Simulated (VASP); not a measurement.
# Sn5H (P6/mmm) in VASP: further runs

The runs below take Sn5H through single point, relaxation of cell and atoms, with PBE.

Everything below comes from runs of VASP 6.6.1. Logs are shortened: lines on timing, memory, paths and dates and some standing lists are left out, and cuts for length are marked.

## Step 1: The cell of the first run

It takes space group P6/mmm (No. 191, hexagonal). Conventional cell: a = 5.994 Å, b = 5.994 Å, c = 5.663 Å, α = 90.00°, β = 90.00°, γ = 120.00°. Sn (site symmetry -6m2) has 9 Sn at 3.32 to 3.46 Å and 3 H at 3.46 Å within 4.4 Å. Within 3.9 Å of Sn (site symmetry mmm) lie 8 Sn at 3.00 to 3.32 Å. Within 4.5 Å of H (site symmetry 6/mmm) lie 18 Sn at 3.46 to 4.12 Å.

The cell was generated, and may not be a known phase.

## Step 2: Single point, PBE

INCAR

```
SYSTEM = Sn5H
PREC     = Accurate       ! precision mode
ENCUT    = 520            ! plane-wave cutoff, eV
EDIFF    = 1E-7           ! SCF threshold, eV
ISMEAR   = 0              ! smearing method
SIGMA    = 0.1            ! smearing width, eV
LREAL    = .False.        ! projectors in reciprocal space
LASPH    = .True.         ! aspherical terms in the spheres
NELM     = 80             ! most SCF steps
ALGO     = Normal         ! electronic algorithm
ISIF     = 2              ! what is computed and relaxed
LWAVE    = .False.        ! write WAVECAR
LCHARG   = .True.         ! write CHGCAR
GGA      = PE             ! functional
LELF     = .True.         ! ELF
LVHAR    = .True.       
NBANDS   = 44             ! bands
```

KPOINTS

```
Automatic mesh
0
Gamma
  6 6 8
  0 0 0
```

POSCAR

```
Sn5H
1.0
    5.9936688600      0.0000000000      0.0000000000
   -2.9968344300      5.1906694946      0.0000000000
    0.0000000000      0.0000000000      5.6629467394
Sn H
5 1
Direct
    0.3333333333      0.6666666667      0.0000000000
    0.6666666667      0.3333333333      0.0000000000
    0.5000000000      0.0000000000      0.5000000000
    0.5000000000      0.5000000000      0.5000000000
    0.0000000000      0.5000000000      0.5000000000
    0.0000000000      0.0000000000      0.0000000000
```

Potentials or basis: VASP PAW PBE potentials, release 64 (Sn_d, H).

Started as:

```
> cat potpaw_PBE.64/Sn_d/POTCAR potpaw_PBE.64/H/POTCAR > POTCAR
> mpirun -np 1 vasp_std > vasp.out
```

OUTCAR:

```text
SYSTEM = Sn5H
   PREC = Accurate
   ENCUT = 520
   EDIFF = 1E-7
   ISMEAR = 0
   LREAL = .False.
   LASPH = .True.
   NELM = 80
   ISIF = 2
   GGA = PE

 ion  position               nearest neighbor table
   1  0.333  0.667  0.000-   3 3.32   3 3.32   5 3.32   5 3.32   4 3.32   4 3.32   2 3.46   2 3.46
                             2 3.46
   2  0.667  0.333  0.000-   3 3.32   3 3.32   5 3.32   5 3.32   4 3.32   4 3.32   1 3.46   1 3.46
                             1 3.46
   3  0.500  0.000  0.500-   4 3.00   5 3.00   4 3.00   5 3.00   1 3.32   2 3.32   1 3.32   2 3.32

   4  0.500  0.500  0.500-   3 3.00   3 3.00   5 3.00   5 3.00   1 3.32   2 3.32   1 3.32   2 3.32

   5  0.000  0.500  0.500-   3 3.00   3 3.00   4 3.00   4 3.00   1 3.32   2 3.32   1 3.32   2 3.32

   6  0.000  0.000  0.000-

  LATTYP: Found a hexagonal cell.
 ALAT       =     5.9936688600
 C/A-ratio  =     0.9448214227

  Lattice vectors:

 A1 = (   5.9936688600,   0.0000000000,   0.0000000000)
 A2 = (  -2.9968344300,   5.1906694946,   0.0000000000)
 A3 = (   0.0000000000,   0.0000000000,   5.6629467394)

Analysis of symmetry for initial positions (statically):
=====================================================================
 Subroutine PRICEL returns:
 Original cell was already a primitive cell.

 Routine SETGRP: Setting up the symmetry group for a
 hexagonal supercell.

 Subroutine GETGRP returns: Found 24 space group operations
 (whereof 24 operations were pure point group operations)
 out of a pool of 24 trial point group operations.

The static configuration has the point symmetry D_6h.

Analysis of symmetry for dynamics (positions and initial velocities):
=====================================================================
 Subroutine PRICEL returns:
 Original cell was already a primitive cell.

 Routine SETGRP: Setting up the symmetry group for a
 hexagonal supercell.

 Subroutine GETGRP returns: Found 24 space group operations
 (whereof 24 operations were pure point group operations)
 out of a pool of 24 trial point group operations.

The dynamic configuration has the point symmetry D_6h.

 Subroutine INISYM returns: Found 24 space group operations
 (whereof 24 operations are pure point group operations),
 and found     1 'primitive' translations

----------------------------------------------------------------------------------------

                                     Primitive cell

  volume of cell :     176.1808

  direct lattice vectors                    reciprocal lattice vectors
     5.993668860  0.000000000  0.000000000     0.166842717  0.096326688  0.000000000
    -2.996834430  5.190669495  0.000000000     0.000000000  0.192653376  0.000000000
     0.000000000  0.000000000  5.662946739     0.000000000  0.000000000  0.176586510

  length of vectors
     5.993668860  5.993668860  5.662946739     0.192653376  0.192653376  0.176586510

  position of ions in fractional coordinates (direct lattice)
     0.333333333  0.666666667  0.000000000
     0.666666667  0.333333333  0.000000000
     0.500000000  0.000000000  0.500000000
     0.500000000  0.500000000  0.500000000
     1.000000000  0.500000000  0.500000000
     0.000000000  0.000000000  0.000000000

  ion indices of the primitive-cell ions
   primitive index   ion index
                 1           1
                 2           2
                 3           3
                 4           4
                 5           5
                 6           6

----------------------------------------------------------------------------------------

 KPOINTS: Automatic mesh

Automatic generation of k-mesh.
 Grid dimensions read from file:
 generate k-points for:    6    6    8

 Generating k-lattice:

  Cartesian coordinates                     Fractional coordinates (reciprocal lattice)
     0.027807120  0.016054448  0.000000000     0.166666667 -0.000000000  0.000000000
     0.000000000  0.032108896  0.000000000     0.000000000  0.166666667  0.000000000
     0.000000000  0.000000000  0.022073314     0.000000000  0.000000000  0.125000000

  Length of vectors
     0.032108896  0.032108896  0.022073314

  Shift w.r.t. Gamma in fractional coordinates (k-lattice)
     0.000000000  0.000000000  0.000000000

 Subroutine IBZKPT returns following result:
 ===========================================

 Found     35 irreducible k-points:

 Following reciprocal coordinates:
            Coordinates               Weight
  0.000000  0.000000  0.000000      1.000000
  0.166667  0.000000  0.000000      6.000000
  0.333333  0.000000  0.000000      6.000000
  0.500000  0.000000  0.000000      3.000000
  0.166667  0.166667  0.000000      6.000000
  0.333333  0.166667  0.000000     12.000000
[... 16 lines left out ...]
  0.166667  0.000000  0.375000     12.000000
  0.333333  0.000000  0.375000     12.000000
 [... further k-points ...]
   k-points           NKPTS =     35   k-points in BZ     NKDIM =     35   number of bands    NBANDS=     44
   number of dos      NEDOS =    301   number of ions     NIONS =      6
   total plane-waves  NPLWV =  96768
   dimension x,y,z NGX =    48 NGY =   48 NGZ =   42
   dimension x,y,z NGXF=    96 NGYF=   96 NGZF=   84
   ions per type =               5   1
   NGX,Y,Z   is equivalent  to a cutoff of  13.31, 13.31, 12.33 a.u.
   NGXF,Y,Z  is equivalent  to a cutoff of  26.63, 26.63, 24.66 a.u.
 SYSTEM =  Sn5H
   PREC   = accura    normal or accurate (medium, high low for compatibility)
   ISTART =      0    job   : 0-new  1-cont  2-samecut
   ICHARG =      2    charge: 1-file 2-atom 10-const
   ISPIN  =      1    spin polarized calculation?
   LNONCOLLINEAR =      F non collinear calculations
   LSORBIT =      F    spin-orbit coupling
   LASPH  =      T    aspherical Exc in radial PAW
   ENCUT  =  520.0 eV  38.22 Ry    6.18 a.u.  11.14 11.14 10.53*2*pi/ulx,y,z
   NELM   =     80;   NELMIN=  2; NELMDL= -5     # of ELM steps
   EDIFF  = 0.1E-06   stopping-criterion for ELM
   LREAL  =      F    real-space projection
   EDIFFG = 0.1E-05   stopping-criterion for IOM
   NSW    =      0    number of steps for IOM
   IBRION =     -1    ionic relax: 0-MD 1-quasi-New 2-CG
   NFREE  =      0    steps in history (QN), initial steepest desc. (CG)
   ISIF   =      2    stress and relaxation
   ISYM   =      2    0-nonsym 1-usesym 2-fastsym
   POTIM  = 0.5000    time-step for ionic-motion
   TEBEG  =    0.0;   TEEND  =   0.0 temperature during run
   PSTRESS=    0.0 pullay stress
   NELECT =      71.0000    total number of electrons
   NUPDOWN=      -1.0000    fix difference up-down
   EMIN   =  10.00;   EMAX   =-10.00  energy-range for DOS
   EFERMI =   0.00;   METHOD = LEGACY
   ISMEAR =     0;   SIGMA  =   0.10  broadening in eV -4-tet -1-fermi 0-gaus
   EFERMI_NEDOS =   21; number of points for ismear=-14 and -15
   IALGO  =     38    algorithm
   IMIX   =      4    mixing-type and parameters
     AMIX     =   0.40;   BMIX     =  1.00
     AMIX_MAG =   1.60;   BMIX_MAG =  1.00
  volume/ion in A,a.u.               =      29.36       198.15
  Fermi-wavevector in a.u.,A,eV,Ry     =   1.209228  2.285109 19.894869  1.462232
  Thomas-Fermi vector in A             =   2.344812
   LORBIT       =      0    0 simple, 1 ext, 2 COOP (PROOUT), +10 PAW based schemes
   GGA     = PE    functional components
   LHFCALC =     F    Hartree Fock is set to
   AEXX    =    0.0000 exact exchange contribution
   IVDW    =     0    specifies the selected vdW correction
   LEPSILON=     F    determine dielectric tensor
   LRPA    =     F    only Hartree local field effects (RPA)
 non-spin polarized calculation
 Gauss-broadening in eV      SIGMA  =   0.10
  energy-cutoff  :      520.00
  volume of cell :      176.18
 maximum number of plane-waves:      4776
 NGX is ok and might be reduce to    48
   NGX = 23   NGY = 23   NGZ = 21

 number of electron      71.0000033 magnetization

 Free energy of the ion-electron system (eV)
  ---------------------------------------------------
  ext. energy  EPLUGINS =         0.00000000
  ---------------------------------------------------
  free energy    TOTEN  =       -19.48913014 eV

  energy without entropy =      -19.47057370  energy(sigma->0) =      -19.47985192

 E-fermi :   5.0220     XC(G=0):  -9.0622

 val. band max:        4.9912507142   @ k =   0.3333   0.3333   0.5000
 cond. band min:       5.0430569388   @ k =   0.3333   0.1667   0.2500
 fundamental gap:      0.0518062246
 Fermi energy:         5.0219903232

 k-point     1 :       0.0000    0.0000    0.0000
  band No.  band energies     occupation
      1     -16.5988      2.00000
      2     -16.5227      2.00000
      3     -16.5227      2.00000
      4     -16.4535      2.00000
      5     -16.4442      2.00000
      6     -16.4441      2.00000
[... 36 lines left out ...]
     43       9.6507      0.00000
     44      11.0668      0.00000

 k-point     2 :       0.1667    0.0000    0.0000
  band No.  band energies     occupation
      1     -16.5781      2.00000
      2     -16.5148      2.00000
      3     -16.4965      2.00000
      4     -16.4488      2.00000
      5     -16.4473      2.00000
      6     -16.4409      2.00000
[... 36 lines left out ...]
     43       9.8903      0.00000
     44      10.4976      0.00000

 k-point     3 :       0.3333    0.0000    0.0000
  band No.  band energies     occupation
      1     -16.5454      2.00000
      2     -16.4779      2.00000
      3     -16.4517      2.00000
      4     -16.4485      2.00000
      5     -16.4346      2.00000
      6     -16.4336      2.00000
[... 976 lines left out ...]
     43       9.5121      0.00000
     44       9.7796      0.00000

 k-point    24 :       0.3333    0.0000    0.3750
  band No.  band energies     occupation
      1     -16.5410      2.00000
      2     -16.5043      2.00000
      3     -16.4717      2.00000
      4     -16.4557      2.00000
      5     -16.4503      2.00000
      6     -16.4389      2.00000
[... 36 lines left out ...]
     43       9.2840      0.00000
     44       9.3557      0.00000

 [... further k-points ...]

------------------------ aborting loop because EDIFF is reached ----------------------------------------

  FORCE on cell =-STRESS in cart. coord.  units (eV):
  Direction    XX          YY          ZZ          XY          YZ          ZX
  --------------------------------------------------------------------------------------
  -------------------------------------------------------------------------------------
  Total       -0.0554469     -0.0554469     -0.0784557      0.0000000     -0.0000000      0.0000000
  in kB       -0.5042304     -0.5042304     -0.7134712      0.0000000     -0.0000000      0.0000000
  external PRESSURE =      -0.5739773 kB  Pullay stress =       0.0000000 kB

 VOLUME and BASIS-vectors are now :
 -----------------------------------------------------------------------------
  energy-cutoff  :      520.00
  volume of cell :      176.18
      direct lattice vectors                 reciprocal lattice vectors
     5.993668860  0.000000000  0.000000000     0.166842717  0.096326688  0.000000000
    -2.996834430  5.190669495  0.000000000     0.000000000  0.192653376  0.000000000
     0.000000000  0.000000000  5.662946739     0.000000000  0.000000000  0.176586510

 POSITION                                       TOTAL-FORCE (eV/Angst)
 -----------------------------------------------------------------------------------
     -0.00000      3.46045      0.00000         0.000000     -0.000000      0.000000
      2.99683      1.73022      0.00000        -0.000000      0.000000     -0.000000
      2.99683      0.00000      2.83147         0.000000      0.000000     -0.000000
      1.49842      2.59533      2.83147         0.000000      0.000000     -0.000000
     -1.49842      2.59533      2.83147         0.000000      0.000000     -0.000000
      0.00000      0.00000      0.00000         0.000000      0.000000     -0.000000
 -----------------------------------------------------------------------------------
    total drift:                               -0.000000      0.000000     -0.000000

  FREE ENERGIE OF THE ION-ELECTRON SYSTEM (eV)
  ---------------------------------------------------
  free  energy   TOTEN  =       -19.4891301449 eV

  energy  without entropy=      -19.4705737023  energy(sigma->0) =      -19.47985192
```

Run time: 2.6 min. Hardware: 1 thread of AMD EPYC 9R45 (Zen 5), shared host; peak memory 0.37 GiB.

Results:

```
Free energy            : -19.4891 eV
Pressure               : -0.1 GPa
Band gap on the k mesh : zero (an odd number of electrons rules out a gap without spin polarisation)
```

Caveat: spin-orbit coupling is left out, which moves the levels of the heavy elements.

## Step 3: Relaxation of cell and atoms, PBE

This run uses another cell than the first one, of 26.89 Å³/atom.

INCAR

```
ALGO = Normal ; EDIFF = 1E-6
EDIFFG = -0.04 ; ENCUT = 600
GGA = PE ; IBRION = 2
ISIF = 3 ; ISMEAR = 0
LASPH = T ; LCHARG = F
LREAL = F ; LWAVE = F
NELM = 60 ; NSW = 90
PREC = Accurate ; SIGMA = 0.1
```

KPOINTS

```
k-points
0
Gamma
  3 3 4
```

POSCAR

```
Sn5H
1.0
    6.2551200500      0.0000000000      0.0000000000
   -3.1275600300      5.4170928700      0.0000000000
    0.0000000000      0.0000000000      4.7607346800
Sn H
5 1
Direct
    0.3333333300      0.6666666700      0.0000000000
    0.6666666700      0.3333333300      0.0000000000
    0.5000000000      0.0000000000      0.5000000000
    0.5000000000      0.5000000000      0.5000000000
    0.0000000000      0.5000000000      0.5000000000
    0.0000000000      0.0000000000      0.0000000000
```

Potentials or basis: VASP PAW PBE potentials, release 64 (Sn_d, H).

Started as:

```
> cat potpaw_PBE.64/Sn_d/POTCAR potpaw_PBE.64/H/POTCAR > POTCAR
> mpirun -np 1 vasp_std > vasp.out
```

It took 3.4 min on 1 thread of AMD EPYC 9R45 (Zen 5), shared host; peak memory 0.31 GiB.

Results (log left out):

```yaml
Free_energy: -19.4016 eV
Relaxed_volume: 29.99 Å³/atom
Relaxed_cell: a = 6.326 Å, b = 6.326 Å, c = 5.192 Å, α = 90.00°, β = 90.00°, γ = 120.00°
Space_group_after_relaxing_to_0.1_Å: P6/mmm (No. 191)
Energy_gained_by_relaxing: 75.2 meV/atom
Ionic_steps: 7
Pressure_after_relaxing: 0.1 GPa
Band_gap_on_the_k_mesh: zero (an odd number of electrons rules out a gap without spin polarisation)
```

Stress tensor (GPa, compression positive):
```
 0.15  0.00  0.00
 0.00  0.15  0.00
 0.00  0.00 -0.01
```

Step by step:
| step | energy change (eV) | largest force (eV/Å) | pressure (GPa) | volume (Å³) |
| --- | --- | --- | --- | --- |
| 1 | 0.0000 | 0.0000 | 5.89 | 161.32 |
| 2 | -0.3939 | 0.0000 | -0.37 | 185.47 |
| 3 | -0.3942 | 0.0000 | -0.23 | 184.65 |
| 4 | -0.4274 | 0.0000 | -0.40 | 184.48 |
| 5 | -0.4421 | 0.0000 | -0.59 | 184.29 |
| 6 | -0.4436 | 0.0000 | -0.67 | 184.19 |
| 7 | -0.4510 | 0.0000 | 0.09 | 179.93 |

Final structure:
```xyz
6
Lattice="6.3258 0.0000 0.0000 -3.1629 5.4783 0.0000 0.0000 0.0000 5.1920" Properties=species:S:1:pos:R:3 pbc="T T T"
Sn    0.0000    3.6522    0.0000
Sn    3.1629    1.8261    0.0000
Sn    3.1629    0.0000    2.5960
Sn    1.5815    2.7392    2.5960
Sn    4.7444    2.7392    2.5960
H     3.1629    5.4783    5.1920
```

Levels at points of the mesh, in eV from the Fermi level:
| k point | band 33 | band 34 | band 35 | band 36 | band 37 | band 38 |
| --- | --- | --- | --- | --- | --- | --- |
| (0.00, 0.00, 0.00) | -1.93 | -1.33 | -0.66 | 0.30 | 0.89 | 0.89 |
| (0.00, 0.00, 0.50) | -2.47 | -1.30 | -1.30 | -0.47 | 1.13 | 1.13 |

Caveat: the k points lie up to 0.38 Å⁻¹ apart in the final cell, too coarse for converged energies and pressures of a metal; spin-orbit coupling is left out, which moves the levels of the heavy elements.

The gap in the log of VASP goes by the Fermi energy; the results here count the filled bands.